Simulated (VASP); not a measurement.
# MgO (P6_3/mmc) in VASP: notebook

Runs on MgO. Level: PBE. Tasks: single point.

Program: VASP 6.6.1. These are calculated values, not measurements. Logs are shortened: lines on timing, memory, paths and dates and some standing lists are left out, and cuts for length are marked.

## Step 1: The cell of the first run

The structure is hexagonal, space group P6_3/mmc (No. 194). Conventional cell: a = 3.592 Å, b = 3.592 Å, c = 4.282 Å, α = 90.00°, β = 90.00°, γ = 120.00°. Mg (site symmetry -6m2) has 5 O at 2.07 to 2.14 Å within 2.7 Å. Within 2.7 Å of O (site symmetry -6m2) lie 5 Mg at 2.07 to 2.14 Å.

## Step 2: Single point, PBE

INCAR reads:

```
PREC = Accurate
ENCUT = 520
EDIFF = 1E-6
ISMEAR = 0
SIGMA = 0.05
LREAL = False
LASPH = True
NELM = 100
ALGO = Normal
ISIF = 2
LWAVE = False
LCHARG = True
GGA = PE
LELF = True
LVHAR = True
NBANDS = 16
```

KPOINTS reads:

```
regular mesh
0
Gamma
  9 9 6
```

POSCAR reads:

```
MgO
1.0
    3.5917000000      0.0000000000      0.0000000000
   -1.7958500000      3.1105034428      0.0000000000
    0.0000000000      0.0000000000      4.2818000000
Mg O
2 2
Direct
    0.6666666667      0.3333333333      0.7500000000
    0.3333333333      0.6666666667      0.2500000000
    0.6666666667      0.3333333333      0.2500000000
    0.3333333333      0.6666666667      0.7500000000
```

Potentials or basis: VASP PAW PBE potentials, release 64 (Mg, O).

Launch:

```sh
$ cat potpaw_PBE.64/Mg/POTCAR potpaw_PBE.64/O/POTCAR > POTCAR
$ mpirun -np 1 vasp_std > vasp.out
```

OUTCAR:

```text
PREC = Accurate
   ENCUT = 520
   EDIFF = 1E-6
   ISMEAR = 0
   LREAL = False
   LASPH = True
   NELM = 100
   ISIF = 2
   GGA = PE

 ion  position               nearest neighbor table
   1  0.667  0.333  0.750-   4 2.07   4 2.07   4 2.07   3 2.14   3 2.14   2 2.98   2 2.98   2 2.98
                             2 2.98   2 2.98   2 2.98
   2  0.333  0.667  0.250-   3 2.07   3 2.07   3 2.07   4 2.14   4 2.14   1 2.98   1 2.98   1 2.98
                             1 2.98   1 2.98   1 2.98
   3  0.667  0.333  0.250-   2 2.07   2 2.07   2 2.07   1 2.14   1 2.14
   4  0.333  0.667  0.750-   1 2.07   1 2.07   1 2.07   2 2.14   2 2.14

  LATTYP: Found a hexagonal cell.
 ALAT       =     3.5917000000
 C/A-ratio  =     1.1921374280

  Lattice vectors:

 A1 = (   3.5917000000,   0.0000000000,   0.0000000000)
 A2 = (  -1.7958500000,   3.1105034428,   0.0000000000)
 A3 = (   0.0000000000,   0.0000000000,   4.2818000000)

Analysis of symmetry for initial positions (statically):
=====================================================================
 Subroutine PRICEL returns:
 Original cell was already a primitive cell.

 Routine SETGRP: Setting up the symmetry group for a
 hexagonal supercell.

 Subroutine GETGRP returns: Found 24 space group operations
 (whereof 12 operations were pure point group operations)
 out of a pool of 24 trial point group operations.

The static configuration has the point symmetry D_3d.
 The point group associated with its full space group is D_6h.

Analysis of symmetry for dynamics (positions and initial velocities):
=====================================================================
 Subroutine PRICEL returns:
 Original cell was already a primitive cell.

 Routine SETGRP: Setting up the symmetry group for a
 hexagonal supercell.

 Subroutine GETGRP returns: Found 24 space group operations
 (whereof 12 operations were pure point group operations)
 out of a pool of 24 trial point group operations.

The dynamic configuration has the point symmetry D_3d.
 The point group associated with its full space group is D_6h.

 Subroutine INISYM returns: Found 24 space group operations
 (whereof 12 operations are pure point group operations),
 and found     1 'primitive' translations

----------------------------------------------------------------------------------------

                                     Primitive cell

  volume of cell :      47.8362

  direct lattice vectors                    reciprocal lattice vectors
     3.591700000  0.000000000  0.000000000     0.278419690  0.160745683  0.000000000
    -1.795850000  3.110503443  0.000000000     0.000000000  0.321491366  0.000000000
     0.000000000  0.000000000  4.281800000     0.000000000  0.000000000  0.233546639

  length of vectors
     3.591700000  3.591700000  4.281800000     0.321491366  0.321491366  0.233546639

  position of ions in fractional coordinates (direct lattice)
     0.666666667  0.333333333  0.750000000
     0.333333333  0.666666667  0.250000000
     0.666666667  0.333333333  0.250000000
     0.333333333  0.666666667  0.750000000

  ion indices of the primitive-cell ions
   primitive index   ion index
                 1           1
                 2           2
                 3           3
                 4           4

----------------------------------------------------------------------------------------

 KPOINTS: regular mesh

Automatic generation of k-mesh.
 Grid dimensions read from file:
 generate k-points for:    9    9    6

 Generating k-lattice:

  Cartesian coordinates                     Fractional coordinates (reciprocal lattice)
     0.030935521  0.017860631  0.000000000     0.111111111  0.000000000  0.000000000
     0.000000000  0.035721263  0.000000000     0.000000000  0.111111111  0.000000000
     0.000000000  0.000000000  0.038924440     0.000000000  0.000000000  0.166666667

  Length of vectors
     0.035721263  0.035721263  0.038924440

  Shift w.r.t. Gamma in fractional coordinates (k-lattice)
     0.000000000  0.000000000  0.000000000

 Subroutine IBZKPT returns following result:
 ===========================================

 Found     48 irreducible k-points:

 Following reciprocal coordinates:
            Coordinates               Weight
  0.000000  0.000000  0.000000      1.000000
  0.111111  0.000000  0.000000      6.000000
  0.222222  0.000000  0.000000      6.000000
  0.333333  0.000000  0.000000      6.000000
  0.444444  0.000000  0.000000      6.000000
  0.111111  0.111111  0.000000      6.000000
[... 16 lines left out ...]
  0.333333  0.222222  0.166667     24.000000
  0.333333  0.333333  0.166667      4.000000
 [... further k-points ...]
   k-points           NKPTS =     48   k-points in BZ     NKDIM =     48   number of bands    NBANDS=     16
   number of dos      NEDOS =    301   number of ions     NIONS =      4
   total plane-waves  NPLWV =  25088
   dimension x,y,z NGX =    28 NGY =   28 NGZ =   32
   dimension x,y,z NGXF=    56 NGYF=   56 NGZF=   64
   ions per type =               2   2
   NGX,Y,Z   is equivalent  to a cutoff of  12.96, 12.96, 12.42 a.u.
   NGXF,Y,Z  is equivalent  to a cutoff of  25.92, 25.92, 24.85 a.u.
 SYSTEM =  unknown system
   PREC   = accura    normal or accurate (medium, high low for compatibility)
   ISTART =      0    job   : 0-new  1-cont  2-samecut
   ICHARG =      2    charge: 1-file 2-atom 10-const
   ISPIN  =      1    spin polarized calculation?
   LNONCOLLINEAR =      F non collinear calculations
   LSORBIT =      F    spin-orbit coupling
   LASPH  =      T    aspherical Exc in radial PAW
   ENCUT  =  520.0 eV  38.22 Ry    6.18 a.u.   6.68  6.68  7.96*2*pi/ulx,y,z
   NELM   =    100;   NELMIN=  2; NELMDL= -5     # of ELM steps
   EDIFF  = 0.1E-05   stopping-criterion for ELM
   LREAL  =      F    real-space projection
   EDIFFG = 0.1E-04   stopping-criterion for IOM
   NSW    =      0    number of steps for IOM
   IBRION =     -1    ionic relax: 0-MD 1-quasi-New 2-CG
   NFREE  =      0    steps in history (QN), initial steepest desc. (CG)
   ISIF   =      2    stress and relaxation
   ISYM   =      2    0-nonsym 1-usesym 2-fastsym
   POTIM  = 0.5000    time-step for ionic-motion
   TEBEG  =    0.0;   TEEND  =   0.0 temperature during run
   PSTRESS=    0.0 pullay stress
   NELECT =      16.0000    total number of electrons
   NUPDOWN=      -1.0000    fix difference up-down
   EMIN   =  10.00;   EMAX   =-10.00  energy-range for DOS
   EFERMI =   0.00;   METHOD = LEGACY
   ISMEAR =     0;   SIGMA  =   0.05  broadening in eV -4-tet -1-fermi 0-gaus
   EFERMI_NEDOS =   21; number of points for ismear=-14 and -15
   IALGO  =     38    algorithm
   IMIX   =      4    mixing-type and parameters
     AMIX     =   0.40;   BMIX     =  1.00
     AMIX_MAG =   1.60;   BMIX_MAG =  1.00
  volume/ion in A,a.u.               =      11.96        80.70
  Fermi-wavevector in a.u.,A,eV,Ry     =   1.136394  2.147474 17.570461  1.291392
  Thomas-Fermi vector in A             =   2.273100
   LORBIT       =      0    0 simple, 1 ext, 2 COOP (PROOUT), +10 PAW based schemes
   GGA     = PE    functional components
   LHFCALC =     F    Hartree Fock is set to
   AEXX    =    0.0000 exact exchange contribution
   IVDW    =     0    specifies the selected vdW correction
   LEPSILON=     F    determine dielectric tensor
   LRPA    =     F    only Hartree local field effects (RPA)
 non-spin polarized calculation
 Gauss-broadening in eV      SIGMA  =   0.05
  energy-cutoff  :      520.00
  volume of cell :       47.84
 maximum number of plane-waves:      1323
 NGX is ok and might be reduce to    28
   NGX = 13   NGY = 13   NGZ = 15

 number of electron      15.9999994 magnetization

 Free energy of the ion-electron system (eV)
  ---------------------------------------------------
  ext. energy  EPLUGINS =         0.00000000
  ---------------------------------------------------
  free energy    TOTEN  =       -23.62707355 eV

  energy without entropy =      -23.62707355  energy(sigma->0) =      -23.62707355

 E-fermi :   1.6787     XC(G=0):  -9.7066

 val. band max:        1.4672068441   @ k =   0.0000   0.0000   0.0000
 cond. band min:       4.4946609724   @ k =   0.0000   0.0000   0.0000
 fundamental gap:      3.0274541284
 Fermi energy:         1.6787358340

 k-point     1 :       0.0000    0.0000    0.0000
  band No.  band energies     occupation
      1     -15.1078      2.00000
      2     -13.9067      2.00000
      3      -1.8650      2.00000
      4      -0.1104      2.00000
      5      -0.1104      2.00000
      6       0.7797      2.00000
[... 8 lines left out ...]
     15      16.2413      0.00000
     16      16.6093      0.00000

 k-point     2 :       0.1111    0.0000    0.0000
  band No.  band energies     occupation
      1     -15.0561      2.00000
      2     -13.9167      2.00000
      3      -1.7758      2.00000
      4      -0.2896      2.00000
      5      -0.1994      2.00000
      6       0.4848      2.00000
[... 8 lines left out ...]
     15      16.0577      0.00000
     16      16.0942      0.00000

 k-point     3 :       0.2222    0.0000    0.0000
  band No.  band energies     occupation
      1     -14.9140      2.00000
      2     -13.9528      2.00000
      3      -1.5205      2.00000
      4      -0.8172      2.00000
      5      -0.3879      2.00000
      6       0.0693      2.00000
[... 8 lines left out ...]
     15      15.1862      0.00000
     16      15.5478      0.00000

 k-point     4 :       0.3333    0.0000    0.0000
  band No.  band energies     occupation
      1     -14.7202      2.00000
      2     -14.0247      2.00000
      3      -1.4023      2.00000
      4      -1.1429      2.00000
      5      -0.5654      2.00000
      6      -0.1941      2.00000
[... 8 lines left out ...]
     15      14.8290      0.00000
     16      15.4202      0.00000

 k-point     5 :       0.4444    0.0000    0.0000
  band No.  band energies     occupation
      1     -14.5485      2.00000
      2     -14.1156      2.00000
      3      -1.7495      2.00000
      4      -0.7686      2.00000
      5      -0.6682      2.00000
      6      -0.3267      2.00000
[... 8 lines left out ...]
     15      15.2514      0.00000
     16      15.4427      0.00000

 k-point     6 :       0.1111    0.1111    0.0000
  band No.  band energies     occupation
      1     -14.9590      2.00000
      2     -13.9400      2.00000
      3      -1.6032      2.00000
      4      -0.5600      2.00000
      5      -0.4742      2.00000
      6       0.2384      2.00000
[... 8 lines left out ...]
     15      15.4947      0.00000
     16      15.5773      0.00000
[... 267 lines left out ...]
 k-point    21 :       0.4444    0.1111    0.1667
  band No.  band energies     occupation
      1     -14.4553      2.00000
      2     -14.1616      2.00000
      3      -1.9332      2.00000
      4      -0.9496      2.00000
      5      -0.8447      2.00000
      6      -0.1407      2.00000
[... 8 lines left out ...]
     15      14.9958      0.00000
     16      15.7776      0.00000

 k-point    22 :       0.2222    0.2222    0.1667
  band No.  band energies     occupation
      1     -14.5702      2.00000
      2     -14.0982      2.00000
      3      -1.5032      2.00000
      4      -1.4750      2.00000
      5      -0.5050      2.00000
      6      -0.1428      2.00000
[... 8 lines left out ...]
     15      15.1531      0.00000
     16      16.3599      0.00000

 k-point    23 :       0.3333    0.2222    0.1667
  band No.  band energies     occupation
      1     -14.4187      2.00000
      2     -14.1832      2.00000
      3      -1.7550      2.00000
      4      -1.2401      2.00000
      5      -0.8666      2.00000
      6       0.0874      2.00000
[... 8 lines left out ...]
     15      15.0932      0.00000
     16      16.3780      0.00000

 k-point    24 :       0.3333    0.3333    0.1667
  band No.  band energies     occupation
      1     -14.2894      2.00000
      2     -14.2894      2.00000
      3      -1.7149      2.00000
      4      -1.1387      2.00000
      5      -1.1387      2.00000
      6       0.4039      2.00000
[... 8 lines left out ...]
     15      15.0984      0.00000
     16      17.0748      0.00000

 [... further k-points ...]

------------------------ aborting loop because EDIFF is reached ----------------------------------------

  FORCE on cell =-STRESS in cart. coord.  units (eV):
  Direction    XX          YY          ZZ          XY          YZ          ZX
  --------------------------------------------------------------------------------------
  -------------------------------------------------------------------------------------
  Total       -1.8839410     -1.8839410     -1.6761824      0.0000000     -0.0000000      0.0000000
  in kB      -63.0987513    -63.0987513    -56.1403000      0.0000000     -0.0000000      0.0000000
  external PRESSURE =     -60.7792676 kB  Pullay stress =       0.0000000 kB

 VOLUME and BASIS-vectors are now :
 -----------------------------------------------------------------------------
  energy-cutoff  :      520.00
  volume of cell :       47.84
      direct lattice vectors                 reciprocal lattice vectors
     3.591700000  0.000000000  0.000000000     0.278419690  0.160745683  0.000000000
    -1.795850000  3.110503443  0.000000000     0.000000000  0.321491366  0.000000000
     0.000000000  0.000000000  4.281800000     0.000000000  0.000000000  0.233546639

 POSITION                                       TOTAL-FORCE (eV/Angst)
 -----------------------------------------------------------------------------------
      1.79585      1.03683      3.21135        -0.000000     -0.000000      0.000000
     -0.00000      2.07367      1.07045         0.000000      0.000000      0.000000
      1.79585      1.03683      1.07045        -0.000000     -0.000000      0.000000
     -0.00000      2.07367      3.21135         0.000000      0.000000      0.000000
 -----------------------------------------------------------------------------------
    total drift:                               -0.000000      0.000000     -0.000000

  FREE ENERGIE OF THE ION-ELECTRON SYSTEM (eV)
  ---------------------------------------------------
  free  energy   TOTEN  =       -23.6270735511 eV

  energy  without entropy=      -23.6270735511  energy(sigma->0) =      -23.62707355
```

Run time: 16 s. Hardware: 1 thread of Intel Xeon 6975P-C (Granite Rapids), shared host; peak memory 0.18 GiB.

Results:

```yaml
Free_energy: -23.6271 eV
Pressure: -6.1 GPa
Band_gap_on_the_k_mesh: 3.03 eV, direct
```

Stress tensor (GPa, compression positive):
```
-6.31  0.00  0.00
 0.00 -6.31  0.00
 0.00  0.00 -5.61
```

## Step 3: Single point, PBE

This run uses another cell than the first one, of 12.07 Å³/atom, 1.010 times its volume.

INCAR reads:

```
PREC = Accurate ; ENCUT = 520
EDIFF = 1E-6 ; ISMEAR = 0
SIGMA = 0.05 ; LREAL = False
LASPH = True ; NELM = 100
ALGO = Normal ; ISIF = 2
LWAVE = False ; LCHARG = False
GGA = PE ; NBANDS = 16
```

KPOINTS reads:

```
Automatic mesh
0
Gamma
  9 9 6
```

POSCAR reads:

```
MgO
1.0
    3.5565000000      0.0000000000      0.0000000000
   -1.7782500000      3.0800193485      0.0000000000
    0.0000000000      0.0000000000      4.4090000000
Mg O
2 2
Direct
    0.6666666667      0.3333333333      0.7500000000
    0.3333333333      0.6666666667      0.2500000000
    0.6666666667      0.3333333333      0.2500000000
    0.3333333333      0.6666666667      0.7500000000
```

Potentials or basis: VASP PAW PBE potentials, release 64 (Mg, O).

Launch:

```sh
$ cat potpaw_PBE.64/Mg/POTCAR potpaw_PBE.64/O/POTCAR > POTCAR
$ mpirun -np 1 vasp_std > vasp.out
```

OUTCAR:

```text
PREC = Accurate
   ENCUT = 520
   EDIFF = 1E-6
   ISMEAR = 0
   LREAL = False
   LASPH = True
   NELM = 100
   ISIF = 2
   GGA = PE

 ion  position               nearest neighbor table
   1  0.667  0.333  0.750-   4 2.05   4 2.05   4 2.05   3 2.20   3 2.20   2 3.01   2 3.01   2 3.01
                             2 3.01   2 3.01   2 3.01
   2  0.333  0.667  0.250-   3 2.05   3 2.05   3 2.05   4 2.20   4 2.20   1 3.01   1 3.01   1 3.01
                             1 3.01   1 3.01   1 3.01
   3  0.667  0.333  0.250-   2 2.05   2 2.05   2 2.05   1 2.20   1 2.20
   4  0.333  0.667  0.750-   1 2.05   1 2.05   1 2.05   2 2.20   2 2.20

  LATTYP: Found a hexagonal cell.
 ALAT       =     3.5565000000
 C/A-ratio  =     1.2397019542

  Lattice vectors:

 A1 = (   3.5565000000,   0.0000000000,   0.0000000000)
 A2 = (  -1.7782500000,   3.0800193485,   0.0000000000)
 A3 = (   0.0000000000,   0.0000000000,   4.4090000000)

Analysis of symmetry for initial positions (statically):
=====================================================================
 Subroutine PRICEL returns:
 Original cell was already a primitive cell.

[... 172 lines left out ...]
  free energy    TOTEN  =       -23.59752987 eV

  energy without entropy =      -23.59752987  energy(sigma->0) =      -23.59752987

 E-fermi :   1.7322     XC(G=0):  -9.6754

 val. band max:        1.4773637528   @ k =   0.0000   0.0000   0.0000
 cond. band min:       4.3938527460   @ k =   0.0000   0.0000   0.0000
 fundamental gap:      2.9164889932
 Fermi energy:         1.7322106567

 k-point     1 :       0.0000    0.0000    0.0000
  band No.  band energies     occupation
      1     -15.1096      2.00000
      2     -13.9891      2.00000
      3      -1.9359      2.00000
      4      -0.0885      2.00000
      5      -0.0885      2.00000
      6       0.6972      2.00000
[... 433 lines left out ...]
      3      -1.7122      2.00000
      4      -1.1560      2.00000
      5      -1.1560      2.00000
      6       0.2933      2.00000
[... 8 lines left out ...]
     15      14.7376      0.00000
     16      17.0041      0.00000

 [... further k-points ...]
[... 5 lines left out ...]
  --------------------------------------------------------------------------------------
  -------------------------------------------------------------------------------------
  Total       -1.7725656     -1.7725656     -2.7694466      0.0000000     -0.0000000      0.0000000
  in kB      -58.8026011    -58.8026011    -91.8728561      0.0000000     -0.0000000      0.0000000
  external PRESSURE =     -69.8260194 kB  Pullay stress =       0.0000000 kB

 VOLUME and BASIS-vectors are now :
 -----------------------------------------------------------------------------
  energy-cutoff  :      520.00
  volume of cell :       48.30
      direct lattice vectors                 reciprocal lattice vectors
     3.556500000  0.000000000  0.000000000     0.281175313  0.162336643  0.000000000
    -1.778250000  3.080019349  0.000000000     0.000000000  0.324673285  0.000000000
     0.000000000  0.000000000  4.409000000     0.000000000  0.000000000  0.226808800

 POSITION                                       TOTAL-FORCE (eV/Angst)
 -----------------------------------------------------------------------------------
      1.77825      1.02667      3.30675        -0.000000      0.000000      0.000000
     -0.00000      2.05335      1.10225         0.000000     -0.000000      0.000000
      1.77825      1.02667      1.10225        -0.000000      0.000000      0.000000
     -0.00000      2.05335      3.30675        -0.000000     -0.000000      0.000000
 -----------------------------------------------------------------------------------
    total drift:                               -0.000000      0.000000     -0.000000

  FREE ENERGIE OF THE ION-ELECTRON SYSTEM (eV)
  ---------------------------------------------------
  free  energy   TOTEN  =       -23.5975298729 eV

  energy  without entropy=      -23.5975298729  energy(sigma->0) =      -23.59752987
```

stdout:

```text
POSCAR found type information on POSCAR MgO
 POSCAR found :  2 types and       4 ions
 scaLAPACK will be used
 LDA part: xc-table for (Slater+PW92), standard interpolation
 POSCAR, INCAR and KPOINTS ok, starting setup
 FFT: planning ... GRIDC
 FFT: planning ... GRID_SOFT
 FFT: planning ... GRID
 WAVECAR not read
 entering main loop
```

Run time: 15 s. Hardware: 1 thread of Intel Xeon 6975P-C (Granite Rapids), shared host; peak memory 0.18 GiB.

Results:

```
Free energy            : -23.5975 eV
Pressure               : -7.0 GPa
Band gap on the k mesh : 2.92 eV, direct
```
